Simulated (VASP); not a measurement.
Input of a VASP 6.6.1 run:

The input INCAR:

```
SYSTEM = NaI
PREC = Accurate
ENCUT = 500
EDIFF = 1E-6
ISMEAR = 0
SIGMA = 0.01
LREAL = .False.
LASPH = .True.
NELM = 120
ALGO = Normal
ISIF = 2
LWAVE = .False.
LCHARG = .False.
GGA = PE
NBANDS = 14
GGA_COMPAT = .False.
```

KPOINTS

```
regular mesh
0
Gamma
  3 3 3
  0 0 0
```

The input POSCAR:

```
NaI
1.0
    0.0000000000      3.2364000000      3.2364000000
    3.2364000000      0.0000000000      3.2364000000
    3.2364000000      3.2364000000      0.0000000000
I Na
1 1
Direct
    0.5000000000      0.5000000000      0.5000000000
    0.0000000000      0.0000000000      0.0000000000
```

Potentials or basis: VASP PAW PBE potentials, release 64 (I, Na_pv).

Launch:

```sh
$ cat potpaw_PBE.64/I/POTCAR potpaw_PBE.64/Na_pv/POTCAR > POTCAR
$ mpirun -np 1 vasp_std > vasp.out
```

Question: Estimate the band gap on the k mesh.

Answer: 3.63 eV, direct.

Question: Estimate the pressure.

Answer: 0.7 GPa.

Caveat: the k points lie up to 0.56 Å⁻¹ apart; spin-orbit coupling is left out, which moves the levels of the heavy elements.
